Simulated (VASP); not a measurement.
# Si62P (a cell with a defect) in VASP: single point with PBE+D3(BJ)

Aim: the single point of Si62P (a cell with a defect) with PBE+D3(BJ).

Program: VASP 6.6.1. These are calculated values, not measurements. Logs are shortened: lines on timing, memory, paths and dates and some standing lists are left out, and cuts for length are marked.

**1. The cell of the first run**

The cell holds a defect, 63 atoms: a = 10.860 Å, b = 10.860 Å, c = 10.860 Å, α = 90.00°, β = 90.00°, γ = 90.00°.

**2. Single point, PBE+D3(BJ)**

The input, INCAR:

```
PREC = Accurate
ENCUT = 520
EDIFF = 1E-6
ISMEAR = -1
SIGMA = 0.05
LREAL = Auto
LASPH = T
NELM = 60
ALGO = Normal
ISIF = 2
LWAVE = F
LCHARG = F
GGA = PE
IVDW = 12
NBANDS = 164
NELECT = 254.0
```

The input, KPOINTS:

```
regular mesh
0
Gamma
  1 1 1
```

The input, POSCAR:

```
Si62P
1.0
   10.8600000000      0.0000000000      0.0000000000
    0.0000000000     10.8600000000      0.0000000000
    0.0000000000      0.0000000000     10.8600000000
Si P
62 1
Direct
    0.5025136280     -0.0012456722      0.0012456722
    0.6261711786      0.1238288214      0.1275852670
    0.7512456722      0.2474863720      0.0012456722
    0.8744484346      0.3757632597      0.1244484346
    0.7507626151     -0.0007626151      0.2522257827
    0.8745420810      0.1265842541      0.3769982505
    0.0022257827     -0.0007626151      0.0007626151
    0.1269982505      0.1265842541      0.1245420810
    0.2539905157      0.2504966851     -0.0026917127
    0.3750759669      0.3749240331      0.1257614180
    0.4995033149      0.4960094843     -0.0026917127
    0.6234157459      0.6230017495      0.1245420810
    0.7507626151      0.7477742173      0.0007626151
    0.8748303867      0.8751696133      0.1248303867
    0.2508203499      0.0031301105      0.2518474217
    0.3752699816      0.1303811234      0.3807058011
    0.4997434622      0.2502565378      0.2508052486
    0.6196188766      0.3747300184      0.3807058011
    0.7468698895      0.4991796501      0.2518474217
    0.8730331492      0.6255742173      0.3744257827
    0.4995033149      0.0026917127      0.5039905157
    0.6237157459      0.1262842541      0.6339386740
    0.7473082873      0.2504966851      0.5039905157
    0.8757614180      0.3749240331      0.6250759669
    0.7512456722     -0.0012456722      0.7525136280
    0.8775852670      0.1238288214      0.8761711786
    0.0018474217      0.4991796501     -0.0031301105
    0.1244257827      0.6255742173      0.1230331492
    0.2508203499      0.7481525783     -0.0031301105
    0.3742367403      0.8755515654      0.1244484346
   -0.0008846225      0.2513170350      0.2491153775
    0.1249104052      0.3766279926      0.3749104052
    0.2488367403      0.5011632597      0.2482818600
    0.3733720074      0.6250895948      0.3749104052
    0.4986829650      0.7508846225      0.2491153775
    0.6234157459      0.8754579190      0.3769982505
    0.0018474217      0.0031301105      0.5008203499
    0.1307058011      0.1303811234      0.6252699816
    0.2551370166      0.2651251381      0.5051370166
    0.4848748619      0.4948629834      0.5051370166
    0.6196188766      0.6192941989      0.6252699816
    0.7468698895      0.7481525783      0.5008203499
    0.8744484346      0.8755515654      0.6242367403
    0.2539905157      0.0026917127      0.7495033149
    0.3839386740      0.1262842541      0.8737157459
    0.6237157459      0.3660613260      0.8737157459
    0.7473082873      0.4960094843      0.7495033149
    0.8745420810      0.6230017495      0.8734157459
   -0.0009775322      0.7509775322      0.2490224678
    0.1244257827      0.8769668508      0.3744257827
   -0.0017181400      0.5011632597      0.4988367403
    0.1249104052      0.6250895948      0.6233720074
    0.2488367403      0.7517181400      0.4988367403
    0.3750759669      0.8742385820      0.6250759669
    0.0008052486      0.2502565378      0.7497434622
    0.1307058011      0.3747300184      0.8696188766
    0.2551370166      0.4948629834      0.7348748619
    0.3752699816      0.6192941989      0.8696188766
    0.4997434622      0.7491947514      0.7497434622
    0.6261711786      0.8724147330      0.8761711786
   -0.0008846225      0.7508846225      0.7486829650
    0.1269982505      0.8754579190      0.8734157459
    0.4968776243      0.2531223757      0.7468776243
```

Potentials or basis: VASP PAW PBE potentials, release 64 (Si, P).

On the command line:

```bash
cat potpaw_PBE.64/Si/POTCAR potpaw_PBE.64/P/POTCAR > POTCAR
mpirun -np 1 vasp_gam > vasp.out
```

OUTCAR:

```text
PREC = Accurate
   ENCUT = 520
   EDIFF = 1E-6
   ISMEAR = -1
   LREAL = Auto
   LASPH = T
   NELM = 60
   ISIF = 2
   GGA = PE
   IVDW = 12
   NELECT = 254.0
 IVDW          = 12

 ion  position               nearest neighbor table
   1  0.503  0.999  0.001-  45 2.34  30 2.35   2 2.35  60 2.35
   2  0.626  0.124  0.128-   5 2.34   3 2.35   1 2.35  17 2.36
   3  0.751  0.247  0.001-  46 2.34   4 2.35  26 2.35   2 2.35
   4  0.874  0.376  0.124-  31 2.34   3 2.35  27 2.37  19 2.37
   5  0.751  0.999  0.252-   2 2.34  14 2.35   6 2.36  36 2.36
   6  0.875  0.127  0.377-  37 2.35   5 2.36  31 2.37  23 2.37
[... 30 lines left out ...]
  37  0.002  0.003  0.501-   6 2.35  50 2.35  43 2.37  38 2.39
  38  0.131  0.130  0.625-  55 2.35  44 2.35  39 2.38  37 2.39
  39  0.255  0.265  0.505-  32 2.34  16 2.38  38 2.38
  40  0.485  0.495  0.505-  34 2.34  18 2.38  41 2.38
  41  0.620  0.619  0.625-  59 2.35  47 2.35  40 2.38  42 2.39
  42  0.747  0.748  0.501-  36 2.35  20 2.35  43 2.37  41 2.39
  43  0.874  0.876  0.624-  61 2.34  25 2.35  42 2.37  37 2.37
  44  0.254  0.003  0.750-  54 2.35  38 2.35  45 2.37  62 2.37
  45  0.384  0.126  0.874-  63 2.30   1 2.34   9 2.37  44 2.37
  46  0.624  0.366  0.874-  63 2.30   3 2.34  11 2.37  47 2.37
[... 8 lines left out ...]
  55  0.001  0.250  0.750-  24 2.35  38 2.35  56 2.35  26 2.36
  56  0.131  0.375  0.870-  55 2.35   9 2.35  57 2.38  27 2.39
  57  0.255  0.495  0.735-  52 2.34  56 2.38  58 2.38
  58  0.375  0.619  0.870-  59 2.35  11 2.35  57 2.38  29 2.39
  59  0.500  0.749  0.750-  54 2.35  41 2.35  58 2.35  60 2.36
  60  0.626  0.872  0.876-  13 2.34   1 2.35  25 2.35  59 2.36
  61  0.999  0.751  0.749-  43 2.34  52 2.36  48 2.37  62 2.37
  62  0.127  0.875  0.873-  29 2.35   7 2.36  61 2.37  44 2.37
  63  0.497  0.253  0.747-  22 2.30  45 2.30  46 2.30

  LATTYP: Found a simple cubic cell.
 ALAT       =    10.8600000000

  Lattice vectors:

 A1 = (  10.8600000000,   0.0000000000,   0.0000000000)
 A2 = (   0.0000000000,  10.8600000000,   0.0000000000)
 A3 = (   0.0000000000,   0.0000000000,  10.8600000000)

Analysis of symmetry for initial positions (statically):
=====================================================================
 Subroutine PRICEL returns:
 Original cell was already a primitive cell.

 Routine SETGRP: Setting up the symmetry group for a
 simple cubic supercell.

 Subroutine GETGRP returns: Found  6 space group operations
 (whereof  2 operations were pure point group operations)
 out of a pool of 48 trial point group operations.

The static configuration has the point symmetry C_1h.
 The point group associated with its full space group is C_3v.

Analysis of symmetry for dynamics (positions and initial velocities):
=====================================================================
 Subroutine PRICEL returns:
 Original cell was already a primitive cell.

 Routine SETGRP: Setting up the symmetry group for a
 simple cubic supercell.

 Subroutine GETGRP returns: Found  6 space group operations
 (whereof  2 operations were pure point group operations)
 out of a pool of 48 trial point group operations.

The dynamic configuration has the point symmetry C_1h.
 The point group associated with its full space group is C_3v.

 Subroutine INISYM returns: Found  6 space group operations
 (whereof  2 operations are pure point group operations),
 and found     1 'primitive' translations

----------------------------------------------------------------------------------------

                                     Primitive cell

  volume of cell :    1280.8241

  direct lattice vectors                    reciprocal lattice vectors
    10.860000000  0.000000000  0.000000000     0.092081031  0.000000000  0.000000000
     0.000000000 10.860000000  0.000000000     0.000000000  0.092081031  0.000000000
     0.000000000  0.000000000 10.860000000     0.000000000  0.000000000  0.092081031

  length of vectors
    10.860000000 10.860000000 10.860000000     0.092081031  0.092081031  0.092081031

  position of ions in fractional coordinates (direct lattice)
     0.502513628  0.998754328  0.001245672
     0.626171179  0.123828821  0.127585267
     0.751245672  0.247486372  0.001245672
     0.874448435  0.375763260  0.124448435
     0.750762615  0.999237385  0.252225783
     0.874542081  0.126584254  0.376998251
[... 55 lines left out ...]
     0.126998251  0.875457919  0.873415746
     0.496877624  0.253122376  0.746877624

  ion indices of the primitive-cell ions
   primitive index   ion index
                 1           1
                 2           2
                 3           3
                 4           4
                 5           5
                 6           6
[... 55 lines left out ...]
                62          62
                63          63

----------------------------------------------------------------------------------------

 KPOINTS: regular mesh

Automatic generation of k-mesh.
 Grid dimensions read from file:
 generate k-points for:    1    1    1

 Generating k-lattice:

  Cartesian coordinates                     Fractional coordinates (reciprocal lattice)
     0.092081031  0.000000000  0.000000000     1.000000000  0.000000000  0.000000000
     0.000000000  0.092081031  0.000000000     0.000000000  1.000000000  0.000000000
     0.000000000  0.000000000  0.092081031     0.000000000  0.000000000  1.000000000

  Length of vectors
     0.092081031  0.092081031  0.092081031

  Shift w.r.t. Gamma in fractional coordinates (k-lattice)
     0.000000000  0.000000000  0.000000000

 Subroutine IBZKPT returns following result:
 ===========================================

 Found      1 irreducible k-points:

 Following reciprocal coordinates:
            Coordinates               Weight
  0.000000  0.000000  0.000000      1.000000
   k-points           NKPTS =      1   k-points in BZ     NKDIM =      1   number of bands    NBANDS=    164
   number of dos      NEDOS =    301   number of ions     NIONS =     63
   total plane-waves  NPLWV = 592704
   dimension x,y,z NGX =    84 NGY =   84 NGZ =   84
   dimension x,y,z NGXF=   168 NGYF=  168 NGZF=  168
   ions per type =              62   1
   NGX,Y,Z   is equivalent  to a cutoff of  12.86, 12.86, 12.86 a.u.
   NGXF,Y,Z  is equivalent  to a cutoff of  25.72, 25.72, 25.72 a.u.
 SYSTEM =  unknown system
   PREC   = accura    normal or accurate (medium, high low for compatibility)
   ISTART =      0    job   : 0-new  1-cont  2-samecut
   ICHARG =      2    charge: 1-file 2-atom 10-const
   ISPIN  =      1    spin polarized calculation?
   LNONCOLLINEAR =      F non collinear calculations
   LSORBIT =      F    spin-orbit coupling
   LASPH  =      T    aspherical Exc in radial PAW
   ENCUT  =  520.0 eV  38.22 Ry    6.18 a.u.  20.19 20.19 20.19*2*pi/ulx,y,z
   NELM   =     60;   NELMIN=  2; NELMDL= -5     # of ELM steps
   EDIFF  = 0.1E-05   stopping-criterion for ELM
   LREAL  =      T    real-space projection
   EDIFFG = 0.1E-04   stopping-criterion for IOM
   NSW    =      0    number of steps for IOM
   IBRION =     -1    ionic relax: 0-MD 1-quasi-New 2-CG
   NFREE  =      0    steps in history (QN), initial steepest desc. (CG)
   ISIF   =      2    stress and relaxation
   ISYM   =      2    0-nonsym 1-usesym 2-fastsym
   POTIM  = 0.5000    time-step for ionic-motion
   TEBEG  =    0.0;   TEEND  =   0.0 temperature during run
   PSTRESS=    0.0 pullay stress
   NELECT =     254.0000    total number of electrons
   NUPDOWN=      -1.0000    fix difference up-down
   EMIN   =  10.00;   EMAX   =-10.00  energy-range for DOS
   EFERMI =   0.00;   METHOD = LEGACY
   ISMEAR =    -1;   SIGMA  =   0.05  broadening in eV -4-tet -1-fermi 0-gaus
   EFERMI_NEDOS =   21; number of points for ismear=-14 and -15
   IALGO  =     38    algorithm
   IMIX   =      4    mixing-type and parameters
     AMIX     =   0.40;   BMIX     =  1.00
     AMIX_MAG =   1.60;   BMIX_MAG =  1.00
  volume/ion in A,a.u.               =      20.33       137.20
  Fermi-wavevector in a.u.,A,eV,Ry     =   0.954677  1.804077 12.400449  0.911407
  Thomas-Fermi vector in A             =   2.083445
   LORBIT       =      0    0 simple, 1 ext, 2 COOP (PROOUT), +10 PAW based schemes
   GGA     = PE    functional components
   LHFCALC =     F    Hartree Fock is set to
   AEXX    =    0.0000 exact exchange contribution
   IVDW    =    12    specifies the selected vdW correction
   LEPSILON=     F    determine dielectric tensor
   LRPA    =     F    only Hartree local field effects (RPA)
 non-spin polarized calculation
  energy-cutoff  :      520.00
  volume of cell :     1280.82
 maximum number of plane-waves:     17229
 NGX is ok and might be reduce to    84
   NGX = 41   NGY = 41   NGZ = 41

 number of electron     253.9999988 magnetization

 Free energy of the ion-electron system (eV)
  ---------------------------------------------------
  ext. energy  EPLUGINS =         0.00000000
  ---------------------------------------------------
  free energy    TOTEN  =      -326.66929851 eV

  energy without entropy =     -326.44511881  energy(sigma->0) =     -326.55720866

 E-fermi :   6.2772     XC(G=0):  -9.3556

 val. band max:        5.8211872957   @ k =   0.0000   0.0000   0.0000
 cond. band min:       6.3009827854   @ k =   0.0000   0.0000   0.0000
 fundamental gap:      0.4797954898
 Fermi energy:         6.2771719687

 k-point     1 :       0.0000    0.0000    0.0000
  band No.  band energies     occupation
      1      -6.3377      2.00000
      2      -5.7553      2.00000
      3      -5.1683      2.00000
      4      -5.1683      2.00000
      5      -5.1315      2.00000
      6      -5.1315      2.00000
[... 131 lines left out ...]
    138       6.9218      0.00001
    139       6.9431      0.00000
 [bands above 139 left out]

------------------------ aborting loop because EDIFF is reached ----------------------------------------

 Edisp (eV)  -19.87345

 E6    (eV) :   -11.6471

 E8    (eV) :    -8.2263

  FORCE on cell =-STRESS in cart. coord.  units (eV):
  Direction    XX          YY          ZZ          XY          YZ          ZX
  --------------------------------------------------------------------------------------
  -------------------------------------------------------------------------------------
  Total       2.79221     2.79221     2.79221    -5.87578    -5.87578     5.87578
  in kB       3.49277     3.49277     3.49277    -7.34998    -7.34998     7.34998
  external pressure =        3.49 kB  Pullay stress =        0.00 kB

 VOLUME and BASIS-vectors are now :
 -----------------------------------------------------------------------------
  energy-cutoff  :      520.00
  volume of cell :     1280.82
      direct lattice vectors                 reciprocal lattice vectors
    10.860000000  0.000000000  0.000000000     0.092081031  0.000000000  0.000000000
     0.000000000 10.860000000  0.000000000     0.000000000  0.092081031  0.000000000
     0.000000000  0.000000000 10.860000000     0.000000000  0.000000000  0.092081031

 POSITION                                       TOTAL-FORCE (eV/Angst)
 -----------------------------------------------------------------------------------
      5.45730     10.84647      0.01353        -0.004930      0.001950     -0.001950
      6.80022      1.34478      1.38558         0.000971     -0.000971      0.001204
      8.15853      2.68770      0.01353        -0.001950      0.004930     -0.001950
      9.49651      4.08079      1.35151         0.000693     -0.003605      0.000693
      8.15328     10.85172      2.73917         0.002135     -0.002135     -0.004888
      9.49753      1.37470      4.09420        -0.003687      0.003748      0.003840
[... 55 lines left out ...]
      1.37920      9.50747      9.48530         0.003840      0.003687     -0.003748
      5.39609      2.74891      8.11109         0.016941     -0.016941      0.016941
 -----------------------------------------------------------------------------------
    total drift:                                0.004595     -0.004595      0.004595

  FREE ENERGIE OF THE ION-ELECTRON SYSTEM (eV)
  ---------------------------------------------------
  free  energy   TOTEN  =      -346.5427445274 eV

  energy  without entropy=     -346.3185648317  energy(sigma->0) =     -346.43065468
```

It took 5.4 min on 1 thread of Oxide Virtual Turin-like, shared host; peak memory 0.99 GiB.

What came out:

```
Free energy                : -346.5427 eV
Largest force              : 0.029 eV/Å
Dispersion energy per atom : -0.315 eV
```

Forces on the atoms (eV/Å):
```
Si  -0.005  0.002 -0.002
Si   0.001 -0.001  0.001
Si  -0.002  0.005 -0.002
Si   0.001 -0.004  0.001
Si   0.002 -0.002 -0.005
Si  -0.004  0.004  0.004
Si  -0.005 -0.002  0.002
Si   0.004  0.004 -0.004
Si   0.006  0.004 -0.001
Si  -0.001  0.001  0.000
Si  -0.004 -0.006 -0.001
Si  -0.004 -0.004 -0.004
Si   0.002  0.005  0.002
Si   0.001 -0.001  0.001
Si  -0.001 -0.001 -0.002
Si  -0.004  0.000 -0.001
Si  -0.002  0.002  0.002
Si   0.000  0.004 -0.001
Si   0.001  0.001 -0.002
Si  -0.005 -0.001  0.001
Si  -0.004  0.001  0.006
Si  -0.006  0.006  0.009
Si  -0.001  0.004  0.006
Si   0.000  0.001 -0.001
Si  -0.002  0.002 -0.005
Si   0.001 -0.001  0.001
Si  -0.002  0.001  0.001
Si   0.001 -0.001 -0.005
Si  -0.001  0.002  0.001
Si   0.004 -0.001  0.001
Si   0.003 -0.002  0.003
Si  -0.002 -0.004 -0.002
Si  -0.002  0.002  0.003
Si   0.004  0.002 -0.002
Si   0.002 -0.003  0.003
Si  -0.004  0.004  0.004
Si  -0.002 -0.001 -0.001
Si  -0.001  0.000 -0.004
Si   0.005  0.006  0.005
Si  -0.006 -0.005  0.005
Si   0.000  0.001 -0.004
Si   0.001  0.002 -0.001
Si   0.001 -0.001  0.004
Si   0.006  0.001 -0.004
Si   0.009  0.006 -0.006
Si  -0.006 -0.009 -0.006
Si  -0.001 -0.006 -0.004
Si  -0.004 -0.004 -0.004
Si   0.001 -0.001  0.001
Si   0.001  0.005  0.001
Si   0.003  0.002 -0.002
Si  -0.002  0.002  0.004
Si  -0.002 -0.003 -0.002
Si  -0.001  0.000 -0.001
Si   0.002  0.002 -0.002
Si  -0.001  0.004  0.000
Si   0.005 -0.005 -0.006
Si  -0.004  0.001  0.000
Si  -0.002 -0.002 -0.002
Si   0.001 -0.001  0.001
Si   0.003 -0.003  0.002
Si   0.004  0.004 -0.004
P    0.017 -0.017  0.017
```

Levels at points of the mesh, in eV from the Fermi level:
| k point | band 122 | band 123 | band 124 | band 125 | band 126 | band 127 | band 128 | band 129 | band 130 | band 131 |
| --- | --- | --- | --- | --- | --- | --- | --- | --- | --- | --- |
| (0.00, 0.00, 0.00) | -1.72 | -1.25 | -0.85 | -0.85 | -0.46 | 0.02 | 0.02 | 0.13 | 0.13 | 0.13 |

Caveat: the k points lie up to 0.58 Å⁻¹ apart; the cell carries a net charge on a neutralising background, which shifts energy and pressure; the cell is charged against a uniform background, so pressure and absolute levels hang on convention.
